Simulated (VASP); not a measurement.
# Ta12Si in VASP: single point with LDA

Aim: the single point of Ta12Si with LDA.

Program: VASP 6.6.1. These are calculated values, not measurements. Logs are shortened: lines on timing, memory, paths and dates and some standing lists are left out, and cuts for length are marked.

## Step 1: The cell of the first run

The cell holds a slab with vacuum, 13 atoms: a = 5.634 Å, b = 5.634 Å, c = 19.944 Å, α = 90.00°, β = 90.00°, γ = 109.47°.

## Step 2: Single point, LDA

Input file INCAR:

```
ALGO = Normal
DIPOL = 0.5 0.5 0.329
EDIFF = 1E-7
ENCUT = 520
IDIPOL = 3
ISIF = 2
ISMEAR = 0
LASPH = T
LCHARG = T
LDIPOL = T
LELF = T
LREAL = F
LVACPOTAV = T
LVHAR = T
LWAVE = F
NBANDS = 80
NELM = 100
PREC = Accurate
SIGMA = 0.1
```

Input file KPOINTS:

```
k-points
0
Gamma
  5 5 1
```

Input file POSCAR:

```
Ta12Si
1.0
    5.6341016690      0.0000000000      0.0000000000
   -1.8780338897      5.3118819947      0.0000000000
    0.0000000000      0.0000000000     19.9444203651
Ta Si
12 1
Direct
    0.2500000000      0.2500000000      0.2005573452
    0.2500000000      0.7500000000      0.2005573452
    0.7500000000      0.2500000000      0.2005573452
    0.7500000000      0.7500000000      0.2005573452
    0.0000000000      0.0000000000      0.3119800438
    0.0000000000      0.5000000000      0.3119800438
    0.5000000000      0.0000000000      0.3119800438
    0.5000000000      0.5000000000      0.3119800438
    0.2200455881      0.2098879769      0.4189316152
    0.2356377382      0.7151803168      0.4298814296
    0.7272599240      0.2494782032      0.4267721862
    0.7355658515      0.7428600415      0.4316893381
    0.3333333333      0.4166666667      0.5232386278
```

Potentials or basis: VASP PAW LDA potentials, release 64 (Ta_pv, Si).

Run with:

```sh
$ cat potpaw_LDA.64/Ta_pv/POTCAR potpaw_LDA.64/Si/POTCAR > POTCAR
$ mpirun -np 1 vasp_std > vasp.out
```

OUTCAR:

```text
EDIFF = 1E-7
   ENCUT = 520
   ISIF = 2
   ISMEAR = 0
   LASPH = T
   LREAL = F
   NELM = 100
   PREC = Accurate

 ion  position               nearest neighbor table
   1  0.250  0.250  0.201-   5 2.75   8 2.75   2 2.82   2 2.82   3 2.82   3 2.82   7 3.20   6 3.20
                             4 3.25   4 3.25
   2  0.250  0.750  0.201-   6 2.75   7 2.75   1 2.82   1 2.82   4 2.82   4 2.82   5 3.20   8 3.20
                             3 3.25   3 3.25
   3  0.750  0.250  0.201-   6 2.75   7 2.75   4 2.82   4 2.82   1 2.82   1 2.82   5 3.20   8 3.20
                             2 3.25   2 3.25
   4  0.750  0.750  0.201-   5 2.75   8 2.75   3 2.82   3 2.82   2 2.82   2 2.82   7 3.20   6 3.20
                             1 3.25   1 3.25
   5  0.000  0.000  0.312-   9 2.55   4 2.75   1 2.75   6 2.82   6 2.82   7 2.82   7 2.82  12 2.93
                             3 3.20   2 3.20   8 3.25   8 3.25  11 3.32  10 3.36
   6  0.000  0.500  0.312-   2 2.75   3 2.75  10 2.77   5 2.82   5 2.82   8 2.82   8 2.82  11 2.85
                             9 3.18   4 3.20   1 3.20   7 3.25   7 3.25  12 3.34
   7  0.500  0.000  0.312-   2 2.75   3 2.75  11 2.77   8 2.82   8 2.82   5 2.82   5 2.82  10 2.95
                             9 3.11   4 3.20   1 3.20   6 3.25   6 3.25  12 3.29
   8  0.500  0.500  0.312-   1 2.75   4 2.75   7 2.82   7 2.82   6 2.82   6 2.82   9 2.83  12 2.85
                            11 3.17   2 3.20   3 3.20  10 3.23   5 3.25   5 3.25
   9  0.220  0.210  0.419-  13 2.37   5 2.55  11 2.80  10 2.83   8 2.83  10 2.83  11 2.86  12 3.11
                             7 3.11   6 3.18  12 3.42
  10  0.236  0.715  0.430-  13 2.69  12 2.77   6 2.77   9 2.83   9 2.83  12 2.87   7 2.95  11 3.18
                             8 3.23  11 3.34   5 3.36
  11  0.727  0.249  0.427-  12 2.77   7 2.77   9 2.80   6 2.85   9 2.86  12 2.87   8 3.17  10 3.18
                            13 3.30   5 3.32  10 3.34
  12  0.736  0.743  0.432-  11 2.77  10 2.77   8 2.85  11 2.87  10 2.87   5 2.93  13 3.01   9 3.11
                             7 3.29   6 3.34   9 3.42
  13  0.333  0.417  0.523-   9 2.37  10 2.69  12 3.01  11 3.30

  LATTYP: Found a base centered orthorhombic cell.
 ALAT       =     6.5057002304
 B/A-ratio  =     1.4142135624
 C/A-ratio  =     3.0656838862

  Lattice vectors:

 A1 = (   5.6341016690,   0.0000000000,   0.0000000000)
 A2 = (  -1.8780338897,   5.3118819947,   0.0000000000)
 A3 = (   0.0000000000,   0.0000000000,  19.9444203651)

Analysis of symmetry for initial positions (statically):
=====================================================================
 Subroutine PRICEL returns:
 Original cell was already a primitive cell.

 Routine SETGRP: Setting up the symmetry group for a
 base centered orthorhombic supercell.

 Subroutine GETGRP returns: Found  1 space group operations
 (whereof  1 operations were pure point group operations)
 out of a pool of  8 trial point group operations.

The static configuration has the point symmetry C_1 .

Analysis of symmetry for dynamics (positions and initial velocities):
=====================================================================
 Subroutine PRICEL returns:
 Original cell was already a primitive cell.

 Routine SETGRP: Setting up the symmetry group for a
 base centered orthorhombic supercell.

 Subroutine GETGRP returns: Found  1 space group operations
 (whereof  1 operations were pure point group operations)
 out of a pool of  8 trial point group operations.

The dynamic configuration has the point symmetry C_1 .

 Subroutine INISYM returns: Found  1 space group operations
 (whereof  1 operations are pure point group operations),
 and found     1 'primitive' translations

----------------------------------------------------------------------------------------

                                     Primitive cell

  volume of cell :     596.8903

  direct lattice vectors                    reciprocal lattice vectors
     5.634101669  0.000000000  0.000000000     0.177490585  0.062752398  0.000000000
    -1.878033890  5.311881995  0.000000000     0.000000000  0.188257194  0.000000000
     0.000000000  0.000000000 19.944420365     0.000000000  0.000000000  0.050139336

  length of vectors
     5.634101669  5.634101669 19.944420365     0.188257194  0.188257194  0.050139336

  position of ions in fractional coordinates (direct lattice)
     0.250000000  0.250000000  0.200557345
     0.250000000  0.750000000  0.200557345
     0.750000000  0.250000000  0.200557345
     0.750000000  0.750000000  0.200557345
     0.000000000  0.000000000  0.311980044
[... 54 lines left out ...]
  0.200000 -0.000000  0.000000      2.000000
  0.000000  0.200000  0.000000      2.000000
  0.400000 -0.000000  0.000000      2.000000
  0.000000  0.400000  0.000000      2.000000
  0.200000  0.200000  0.000000      2.000000
  0.400000  0.200000  0.000000      2.000000
  0.200000  0.400000  0.000000      2.000000
 -0.400000  0.200000  0.000000      2.000000
  0.200000 -0.400000  0.000000      2.000000
 -0.200000  0.200000  0.000000      2.000000
  0.400000  0.400000  0.000000      2.000000
 -0.400000  0.400000  0.000000      2.000000
   k-points           NKPTS =     13   k-points in BZ     NKDIM =     13   number of bands    NBANDS=     80
   number of dos      NEDOS =    301   number of ions     NIONS =     13
   total plane-waves  NPLWV = 264600
   dimension x,y,z NGX =    42 NGY =   42 NGZ =  150
   dimension x,y,z NGXF=    84 NGYF=   84 NGZF=  300
   ions per type =              12   1
   NGX,Y,Z   is equivalent  to a cutoff of  12.39, 12.39, 12.50 a.u.
   NGXF,Y,Z  is equivalent  to a cutoff of  24.79, 24.79, 25.01 a.u.
 SYSTEM =  unknown system
   PREC   = accura    normal or accurate (medium, high low for compatibility)
   ISTART =      0    job   : 0-new  1-cont  2-samecut
   ICHARG =      2    charge: 1-file 2-atom 10-const
   ISPIN  =      1    spin polarized calculation?
   LNONCOLLINEAR =      F non collinear calculations
   LSORBIT =      F    spin-orbit coupling
   LASPH  =      T    aspherical Exc in radial PAW
   ENCUT  =  520.0 eV  38.22 Ry    6.18 a.u.  10.48 10.48 37.08*2*pi/ulx,y,z
   NELM   =    100;   NELMIN=  2; NELMDL= -5     # of ELM steps
   EDIFF  = 0.1E-06   stopping-criterion for ELM
   LREAL  =      F    real-space projection
   EDIFFG = 0.1E-05   stopping-criterion for IOM
   NSW    =      0    number of steps for IOM
   IBRION =     -1    ionic relax: 0-MD 1-quasi-New 2-CG
   NFREE  =      0    steps in history (QN), initial steepest desc. (CG)
   ISIF   =      2    stress and relaxation
   ISYM   =      2    0-nonsym 1-usesym 2-fastsym
   POTIM  = 0.5000    time-step for ionic-motion
   TEBEG  =    0.0;   TEEND  =   0.0 temperature during run
   PSTRESS=    0.0 pullay stress
   NELECT =     136.0000    total number of electrons
   NUPDOWN=      -1.0000    fix difference up-down
   EMIN   =  10.00;   EMAX   =-10.00  energy-range for DOS
   EFERMI =   0.00;   METHOD = LEGACY
   ISMEAR =     0;   SIGMA  =   0.10  broadening in eV -4-tet -1-fermi 0-gaus
   EFERMI_NEDOS =   21; number of points for ismear=-14 and -15
   IALGO  =     38    algorithm
   IMIX   =      4    mixing-type and parameters
     AMIX     =   0.40;   BMIX     =  1.00
     AMIX_MAG =   1.60;   BMIX_MAG =  1.00
  volume/ion in A,a.u.               =      45.91       309.85
  Fermi-wavevector in a.u.,A,eV,Ry     =   0.999899  1.889536 13.603088  0.999799
  Thomas-Fermi vector in A             =   2.132220
   LORBIT       =      0    0 simple, 1 ext, 2 COOP (PROOUT), +10 PAW based schemes
   GGA     = CA    functional components
   LHFCALC =     F    Hartree Fock is set to
   AEXX    =    0.0000 exact exchange contribution
   IVDW    =     0    specifies the selected vdW correction
   LEPSILON=     F    determine dielectric tensor
   LRPA    =     F    only Hartree local field effects (RPA)
 non-spin polarized calculation
 Gauss-broadening in eV      SIGMA  =   0.10
  energy-cutoff  :      520.00
  volume of cell :      596.89
 maximum number of plane-waves:     16108
 NGX is ok and might be reduce to    42
   NGX = 21   NGY = 21   NGZ = 75

 dipolmoment           0.000000      0.000000     -0.000031 electrons x Angstroem

 number of electron     135.9999993 magnetization

 dipolmoment           0.000000      0.000000      0.012938 electrons x Angstroem

 Free energy of the ion-electron system (eV)
  ---------------------------------------------------
  ext. energy  EPLUGINS =         0.00000000
  ---------------------------------------------------
  free energy    TOTEN  =      -149.67847539 eV

  energy without entropy =     -149.59792676  energy(sigma->0) =     -149.63820107

 E-fermi :  -0.7188     XC(G=0):  -5.9373

 val. band max:       -0.7257970179   @ k =   0.4000  -0.0000   0.0000
 cond. band min:      -0.7163360947   @ k =   0.4000   0.2000   0.0000
 fundamental gap:      0.0094609232
 Fermi energy:        -0.7188127625

 k-point     1 :       0.0000    0.0000    0.0000
  band No.  band energies     occupation
      1     -35.1457      2.00000
      2     -35.1284      2.00000
      3     -35.0880      2.00000
      4     -35.0695      2.00000
      5     -35.0222      2.00000
      6     -35.0089      2.00000
[... 1068 lines left out ...]
     79       0.8508      0.00000
     80       0.9339      0.00000

------------------------ aborting loop because EDIFF is reached ----------------------------------------

  FORCE on cell =-STRESS in cart. coord.  units (eV):
  Direction    XX          YY          ZZ          XY          YZ          ZX
  --------------------------------------------------------------------------------------
  -------------------------------------------------------------------------------------
  Total      -12.2397863    -11.1505384     -0.0713275      0.0450239      4.0628472      2.5257045
  in kB      -32.8541247    -29.9303573     -0.1914577      0.1208534     10.9055244      6.7795147
  external PRESSURE =     -20.9919799 kB  Pullay stress =       0.0000000 kB

 VOLUME and BASIS-vectors are now :
 -----------------------------------------------------------------------------
  energy-cutoff  :      520.00
  volume of cell :      596.89
      direct lattice vectors                 reciprocal lattice vectors
     5.634101669  0.000000000  0.000000000     0.177490585  0.062752398  0.000000000
    -1.878033890  5.311881995  0.000000000     0.000000000  0.188257194  0.000000000
     0.000000000  0.000000000 19.944420365     0.000000000  0.000000000  0.050139336

 POSITION                                       TOTAL-FORCE (eV/Angst)
 -----------------------------------------------------------------------------------
      0.93902      1.32797      4.00000         0.135729      0.040405      0.011307
     -0.00000      3.98391      4.00000         0.017631     -0.041754      0.050765
      3.75607      1.32797      4.00000        -0.012416      0.129300      0.082027
      2.81705      3.98391      4.00000         0.028229      0.008836      0.048883
      0.00000      0.00000      6.22226        -0.582507     -0.732914     -0.668658
     -0.93902      2.65594      6.22226        -0.353863     -0.221121      0.014046
      2.81705      0.00000      6.22226         0.051300     -0.188973      0.177445
      1.87803      2.65594      6.22226         0.018562     -0.038156      0.124618
      0.84558      1.11490      8.35535         0.021227      0.006818      0.052570
     -0.01553      3.79895      8.57374        -0.005185      0.019685      0.010689
      3.62893      1.32520      8.51172        -0.001046     -0.006644      0.043852
      2.74914      3.94598      8.60979         0.002351     -0.002463      0.015248
      1.09552      2.21328     10.43569         0.679990      1.026981      0.037208
 -----------------------------------------------------------------------------------
    total drift:                               -0.000107     -0.000087      0.000459

  FREE ENERGIE OF THE ION-ELECTRON SYSTEM (eV)
  ---------------------------------------------------
  free  energy   TOTEN  =      -149.6784753860 eV

  energy  without entropy=     -149.5979267612  energy(sigma->0) =     -149.63820107

 vacuum level on the upper side and lower side of the slab         4.349         4.271
```

It took 29 min on 1 thread of Intel Xeon Platinum 8259CL at 2.50GHz (Skylake/Cascade Lake), shared host; peak memory 0.69 GiB.

Results:

```
Free energy            : -149.6785 eV
Largest force          : 1.232 eV/Å
Band gap on the k mesh : zero (bands 68 and 69 overlap by 0.72 eV)
```

Forces on the atoms (eV/Å):
```
Ta   0.136  0.040  0.011
Ta   0.018 -0.042  0.051
Ta  -0.012  0.129  0.082
Ta   0.028  0.009  0.049
Ta  -0.583 -0.733 -0.669
Ta  -0.354 -0.221  0.014
Ta   0.051 -0.189  0.177
Ta   0.019 -0.038  0.125
Ta   0.021  0.007  0.053
Ta  -0.005  0.020  0.011
Ta  -0.001 -0.007  0.044
Ta   0.002 -0.002  0.015
Si   0.680  1.027  0.037
```

Caveat: spin-orbit coupling is left out, which moves the levels of the heavy elements.
